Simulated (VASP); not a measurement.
# Nb (Im-3m) in VASP: further runs

Nb is run at these levels: PBEsol; tasks: relaxation of cell and atoms, single point.

Everything below comes from runs of VASP 6.6.1. Logs are shortened: lines on timing, memory, paths and dates and some standing lists are left out, and cuts for length are marked.

**1. The cell of the first run**

It takes space group Im-3m (No. 229, cubic). The conventional cell has a = 3.276 Å, b = 3.276 Å, c = 3.276 Å, α = 90.00°, β = 90.00°, γ = 90.00°. Nb (site symmetry m-3m) has 14 Nb at 2.84 to 3.28 Å within 3.7 Å.

**2. Relaxation of cell and atoms, PBEsol**

Contents of INCAR:

```
SYSTEM = Nb
PREC = Accurate
ENCUT = 600
EDIFF = 1E-7
ISMEAR = 0
SIGMA = 0.1
LREAL = .False.
LASPH = .True.
NELM = 60
ALGO = Normal
ISIF = 3
LWAVE = .False.
LCHARG = .False.
GGA = PS
IBRION = 2
NSW = 100
EDIFFG = -0.005
```

Contents of KPOINTS:

```
regular mesh
0
Gamma
  18 18 18
  0 0 0
```

Contents of POSCAR:

```
Nb
1.0
   -1.6377937006      1.6377937006      1.6377937006
    1.6377937006     -1.6377937006      1.6377937006
    1.6377937006      1.6377937006     -1.6377937006
Nb
1
Direct
    0.0000000000      0.0000000000      0.0000000000
```

Potentials or basis: VASP PAW PBE potentials, release 64 (Nb_sv).

The run is started by

```console
> cat potpaw_PBE.64/Nb_sv/POTCAR > POTCAR
> mpirun -np 1 vasp_std > vasp.out
```

OUTCAR:

```text
SYSTEM = Nb
   PREC = Accurate
   ENCUT = 600
   EDIFF = 1E-7
   ISMEAR = 0
   LREAL = .False.
   LASPH = .True.
   NELM = 60
   ISIF = 3
   GGA = PS
   IBRION = 2
   NSW = 100
   EDIFFG = -0.005

 ion  position               nearest neighbor table
   1  0.000  0.000  0.000-

  LATTYP: Found a body centered cubic cell.
 ALAT       =     3.2755874012

  Lattice vectors:

 A1 = (  -1.6377937006,   1.6377937006,   1.6377937006)
 A2 = (   1.6377937006,  -1.6377937006,   1.6377937006)
 A3 = (   1.6377937006,   1.6377937006,  -1.6377937006)

Analysis of symmetry for initial positions (statically):
=====================================================================
 Subroutine PRICEL returns:
 Original cell was already a primitive cell.

 Routine SETGRP: Setting up the symmetry group for a
 body centered cubic supercell.

 Subroutine GETGRP returns: Found 48 space group operations
 (whereof 48 operations were pure point group operations)
 out of a pool of 48 trial point group operations.

The static configuration has the point symmetry O_h .

Analysis of symmetry for dynamics (positions and initial velocities):
=====================================================================
 Subroutine PRICEL returns:
 Original cell was already a primitive cell.

 Routine SETGRP: Setting up the symmetry group for a
 body centered cubic supercell.

 Subroutine GETGRP returns: Found 48 space group operations
 (whereof 48 operations were pure point group operations)
 out of a pool of 48 trial point group operations.

The dynamic configuration has the point symmetry O_h .

 Subroutine INISYM returns: Found 48 space group operations
 (whereof 48 operations are pure point group operations),
 and found     1 'primitive' translations

----------------------------------------------------------------------------------------

                                     Primitive cell

  volume of cell :      17.5727

  direct lattice vectors                    reciprocal lattice vectors
    -1.637793701  1.637793701  1.637793701     0.000000000  0.305288755  0.305288755
     1.637793701 -1.637793701  1.637793701     0.305288755  0.000000000  0.305288755
     1.637793701  1.637793701 -1.637793701     0.305288755  0.305288755  0.000000000

  length of vectors
     2.836741902  2.836741902  2.836741902     0.431743498  0.431743498  0.431743498

  position of ions in fractional coordinates (direct lattice)
     0.000000000  0.000000000  0.000000000

  ion indices of the primitive-cell ions
   primitive index   ion index
                 1           1

----------------------------------------------------------------------------------------

 KPOINTS: regular mesh

Automatic generation of k-mesh.
 Grid dimensions read from file:
 generate k-points for:   18   18   18

 Generating k-lattice:

  Cartesian coordinates                     Fractional coordinates (reciprocal lattice)
     0.000000000  0.016960486  0.016960486     0.055555556  0.000000000  0.000000000
     0.016960486  0.000000000  0.016960486     0.000000000  0.055555556  0.000000000
     0.016960486  0.016960486  0.000000000     0.000000000  0.000000000  0.055555556

  Length of vectors
     0.023985750  0.023985750  0.023985750

  Shift w.r.t. Gamma in fractional coordinates (k-lattice)
     0.000000000  0.000000000  0.000000000

 Subroutine IBZKPT returns following result:
 ===========================================

 Found    195 irreducible k-points:

 Following reciprocal coordinates:
            Coordinates               Weight
  0.000000  0.000000  0.000000      1.000000
  0.055556  0.000000  0.000000     12.000000
  0.111111  0.000000  0.000000     12.000000
  0.166667  0.000000  0.000000     12.000000
  0.222222  0.000000  0.000000     12.000000
  0.277778  0.000000  0.000000     12.000000
[... 16 lines left out ...]
  0.333333  0.111111  0.000000     48.000000
  0.388889  0.111111  0.000000     48.000000
 [... further k-points ...]
   k-points           NKPTS =    195   k-points in BZ     NKDIM =    195   number of bands    NBANDS=     10
   number of dos      NEDOS =    301   number of ions     NIONS =      1
   total plane-waves  NPLWV =  13824
   dimension x,y,z NGX =    24 NGY =   24 NGZ =   24
   dimension x,y,z NGXF=    48 NGYF=   48 NGZF=   48
   ions per type =               1
   NGX,Y,Z   is equivalent  to a cutoff of  14.07, 14.07, 14.07 a.u.
   NGXF,Y,Z  is equivalent  to a cutoff of  28.13, 28.13, 28.13 a.u.
 SYSTEM =  Nb
   PREC   = accura    normal or accurate (medium, high low for compatibility)
   ISTART =      0    job   : 0-new  1-cont  2-samecut
   ICHARG =      2    charge: 1-file 2-atom 10-const
   ISPIN  =      1    spin polarized calculation?
   LNONCOLLINEAR =      F non collinear calculations
   LSORBIT =      F    spin-orbit coupling
   LASPH  =      T    aspherical Exc in radial PAW
   ENCUT  =  600.0 eV  44.10 Ry    6.64 a.u.   5.67  5.67  5.67*2*pi/ulx,y,z
   NELM   =     60;   NELMIN=  2; NELMDL= -5     # of ELM steps
   EDIFF  = 0.1E-06   stopping-criterion for ELM
   LREAL  =      F    real-space projection
   EDIFFG = -.5E-02   stopping-criterion for IOM
   NSW    =    100    number of steps for IOM
   IBRION =      2    ionic relax: 0-MD 1-quasi-New 2-CG
   NFREE  =      1    steps in history (QN), initial steepest desc. (CG)
   ISIF   =      3    stress and relaxation
   ISYM   =      2    0-nonsym 1-usesym 2-fastsym
   POTIM  = 0.5000    time-step for ionic-motion
   TEBEG  =    0.0;   TEEND  =   0.0 temperature during run
   PSTRESS=    0.0 pullay stress
   NELECT =      13.0000    total number of electrons
   NUPDOWN=      -1.0000    fix difference up-down
   EMIN   =  10.00;   EMAX   =-10.00  energy-range for DOS
   EFERMI =   0.00;   METHOD = LEGACY
   ISMEAR =     0;   SIGMA  =   0.10  broadening in eV -4-tet -1-fermi 0-gaus
   EFERMI_NEDOS =   21; number of points for ismear=-14 and -15
   IALGO  =     38    algorithm
   IMIX   =      4    mixing-type and parameters
     AMIX     =   0.40;   BMIX     =  1.00
     AMIX_MAG =   1.60;   BMIX_MAG =  1.00
  volume/ion in A,a.u.               =      17.57       118.59
  Fermi-wavevector in a.u.,A,eV,Ry     =   1.480619  2.797965 29.827150  2.192234
  Thomas-Fermi vector in A             =   2.594631
   LORBIT       =      0    0 simple, 1 ext, 2 COOP (PROOUT), +10 PAW based schemes
   GGA     = PS    functional components
   LHFCALC =     F    Hartree Fock is set to
   AEXX    =    0.0000 exact exchange contribution
   IVDW    =     0    specifies the selected vdW correction
   LEPSILON=     F    determine dielectric tensor
   LRPA    =     F    only Hartree local field effects (RPA)
 conjugate gradient relaxation of ions
 non-spin polarized calculation
 Gauss-broadening in eV      SIGMA  =   0.10
  energy-cutoff  :      600.00
  volume of cell :       17.57
 maximum number of plane-waves:       603
   NGX = 11   NGY = 11   NGZ = 11

--------------------------------------- Ionic step        1  -------------------------------------------

 number of electron      13.0000001 magnetization

 Free energy of the ion-electron system (eV)
  ---------------------------------------------------
  ext. energy  EPLUGINS =         0.00000000
  ---------------------------------------------------
  free energy    TOTEN  =       -10.95560054 eV

  energy without entropy =      -10.94768982  energy(sigma->0) =      -10.95164518

------------------------ aborting loop because EDIFF is reached ----------------------------------------

  FORCE on cell =-STRESS in cart. coord.  units (eV):
  Direction    XX          YY          ZZ          XY          YZ          ZX
  --------------------------------------------------------------------------------------
  -------------------------------------------------------------------------------------
  Total       -0.0856633     -0.0856633     -0.0856633      0.0000000     -0.0000000      0.0000000
  in kB       -7.8102973     -7.8102973     -7.8102973      0.0000000     -0.0000000      0.0000000
  external PRESSURE =      -7.8102973 kB  Pullay stress =       0.0000000 kB
[... 55 lines left out ...]
  energy  without entropy=      -10.9473884420  energy(sigma->0) =      -10.95125539

--------------------------------------- Ionic step        3  -------------------------------------------

 number of electron      13.0000001 magnetization

 Free energy of the ion-electron system (eV)
  ---------------------------------------------------
  ext. energy  EPLUGINS =         0.00000000
  ---------------------------------------------------
  free energy    TOTEN  =       -10.95577995 eV

  energy without entropy =      -10.94793214  energy(sigma->0) =      -10.95185604

 E-fermi :  11.4362     XC(G=0): -12.7805

 val. band max:       11.4356087065   @ k =   0.2778   0.1111   0.0556
 cond. band min:      11.4398621495   @ k =   0.3333   0.1667   0.1667
 fundamental gap:      0.0042534430
 Fermi energy:        11.4361903730

 k-point     1 :       0.0000    0.0000    0.0000
  band No.  band energies     occupation
      1     -42.7849      2.00000
      2     -18.0346      2.00000
      3     -18.0346      2.00000
      4     -18.0346      2.00000
      5       5.4263      2.00000
      6      11.8074      0.00000
      7      11.8074      0.00000
      8      11.8074      0.00000
      9      14.8151      0.00000
     10      14.8151      0.00000
[... 287 lines left out ...]
 k-point    24 :       0.3889    0.1111    0.0000
  band No.  band energies     occupation
      1     -42.5066      2.00000
      2     -19.4390      2.00000
      3     -18.5481      2.00000
      4     -18.1146      2.00000
      5       7.9949      2.00000
      6       9.8416      2.00000
      7      12.6475      0.00000
      8      14.7132      0.00000
      9      15.8504      0.00000
     10      18.4622      0.00000

 [... further k-points ...]
[... 5 lines left out ...]
  --------------------------------------------------------------------------------------
  -------------------------------------------------------------------------------------
  Total       -0.0004059     -0.0004059     -0.0004059      0.0000000      0.0000000      0.0000000
  in kB       -0.0371651     -0.0371651     -0.0371651      0.0000000      0.0000000      0.0000000
  external PRESSURE =      -0.0371651 kB  Pullay stress =       0.0000000 kB
[... 16 lines left out ...]
  FREE ENERGIE OF THE ION-ELECTRON SYSTEM (eV)
  ---------------------------------------------------
  free  energy   TOTEN  =       -10.9557799480 eV

  energy  without entropy=      -10.9479321386  energy(sigma->0) =      -10.95185604

 reached required accuracy - stopping structural energy minimisation
```

Run time: 62 s. Hardware: 1 thread of Intel Xeon Platinum 8259CL at 2.50GHz (Skylake/Cascade Lake), shared host; peak memory 0.18 GiB.

Results:

* Free energy: -10.9558 eV
* Relaxed volume: 17.50 Å³/atom
* Relaxed cell: a = 2.833 Å, b = 2.833 Å, c = 2.833 Å, α = 109.47°, β = 109.47°, γ = 109.47°
* Space group after relaxing (to 0.05 Å): Im-3m (No. 229)
* Energy gained by relaxing: 0.2 meV/atom
* Ionic steps: 3
* Pressure after relaxing: 0.0 GPa

The path:
```tsv
step	energy change (eV)	largest force (eV/Å)	pressure (GPa)	volume (Å³)
1	0.0000	0.0000	-0.78	17.57
2	0.0005	0.0000	1.50	17.36
3	-0.0002	0.0000	0.00	17.50
```

Final structure:
```xyz
1
Lattice="-1.6355 1.6355 1.6355 1.6355 -1.6355 1.6355 1.6355 1.6355 -1.6355" Properties=species:S:1:pos:R:3 pbc="T T T"
Nb    0.0000    0.0000    0.0000
```

Caveat: the PAW data sets were made with another functional, which shifts forces and pressure a little.

**3. Single point, PBEsol (volume scaled by 0.91)**

Contents of INCAR:

```
PREC = Accurate
ENCUT = 520
EDIFF = 1E-6
ISMEAR = 0
SIGMA = 0.1
LREAL = False
LASPH = True
NELM = 80
ALGO = Fast
ISIF = 2
LWAVE = False
LCHARG = False
GGA = PS
NBANDS = 12
```

Contents of KPOINTS:

```
Automatic mesh
0
Gamma
  18 18 18
```

Contents of POSCAR:

```
Nb
1.0
   -1.5855846155      1.5855846155      1.5855846155
    1.5855846155     -1.5855846155      1.5855846155
    1.5855846155      1.5855846155     -1.5855846155
Nb
1
Direct
    0.0000000000      0.0000000000      0.0000000000
```

Potentials or basis: VASP PAW PBE potentials, release 64 (Nb_sv).

The run is started by

```console
> cat potpaw_PBE.64/Nb_sv/POTCAR > POTCAR
> mpirun -np 1 vasp_std > vasp.out
```

Run time: 74 s. Hardware: 1 thread of Intel Xeon 8259CL, shared host; peak memory 0.15 GiB.

The run converged. Its results:

| Quantity | Value |
| --- | --- |
| Free energy | -10.8654 eV |
| Pressure | 19.6 GPa |

Levels at points of the mesh, in eV from the Fermi level:
```
           k point  band 4  band 5  band 6  band 7  band 8  band 9
(0.00, 0.00, 0.00)  -29.17   -6.17    0.29    0.29    0.29    3.62
(0.50, 0.00, 0.00)  -29.20   -4.30   -2.09    2.96    3.75    4.54
(0.50, 0.50, 0.50)  -30.50   -4.53   -4.53    6.50    6.50    6.50
```

Caveat: the cell differs from its parent crystal (volume scaled by 0.91); the PAW data sets were made with another functional, which shifts forces and pressure a little.

**4. Single point, PBEsol (volume scaled by 0.97)**

Contents of INCAR:

```
PREC = Accurate
ENCUT = 520
EDIFF = 1E-7
ISMEAR = 0
SIGMA = 0.1
LREAL = False
LASPH = True
NELM = 100
ALGO = Normal
ISIF = 2
LWAVE = False
LCHARG = False
GGA = PS
NBANDS = 12
```

KPOINTS is that of step 3.

Contents of POSCAR:

```
Nb
1.0
   -1.6196936168      1.6196936168      1.6196936168
    1.6196936168     -1.6196936168      1.6196936168
    1.6196936168      1.6196936168     -1.6196936168
Nb
1
Direct
    0.0000000000      0.0000000000      0.0000000000
```

The run is started by

```console
> cat potpaw_PBE.64/Nb_sv/POTCAR > POTCAR
> mpirun -np 1 vasp_std > vasp.out
```

It took 46 s on 1 thread of Intel Xeon 8259CL, shared host; peak memory 0.16 GiB.

Results (log left out):

- Free energy: -10.9468 eV
- Pressure: 5.5 GPa

Levels at points of the mesh, in eV from the Fermi level:
```csv
k point,band 2,band 3,band 4,band 5,band 6,band 7,band 8,band 9,band 10,band 11
"(0.00, 0.00, 0.00)",-29.38,-29.38,-29.38,-6.07,0.35,0.35,0.35,3.46,3.46,14.37
"(0.50, 0.00, 0.00)",-31.01,-29.89,-29.40,-3.98,-1.84,2.59,3.53,4.27,6.91,11.80
"(0.50, 0.50, 0.50)",-30.49,-30.49,-30.49,-4.08,-4.08,6.05,6.05,6.05,9.56,9.56
```

Caveat: the cell differs from its parent crystal (volume scaled by 0.97); the PAW data sets were made with another functional, which shifts forces and pressure a little.

**5. The runs side by side**

```csv
task,cell,cutoff (eV),gap on the mesh (eV),pressure (GPa)
relaxation of cell and atoms,"relaxed from a = 2.837 Å, angles 109.5°, 1 atom",600,none,0.0
single point,"a = 2.746 Å, angles 109.5°, 1 atom",520,none,19.6
single point,"a = 2.805 Å, angles 109.5°, 1 atom",520,none,5.5
```

Alike in all rows: level PBEsol; potentials or basis VASP PAW PBE potentials, release 64 (Nb_sv); no spin polarisation; k mesh 18 × 18 × 18; smearing gaussian 0.1 eV.

Caveats: the PAW data sets were made with another functional, which shifts forces and pressure a little.

Total energies depend on the potentials used, so only differences within one code and one set of settings carry meaning.
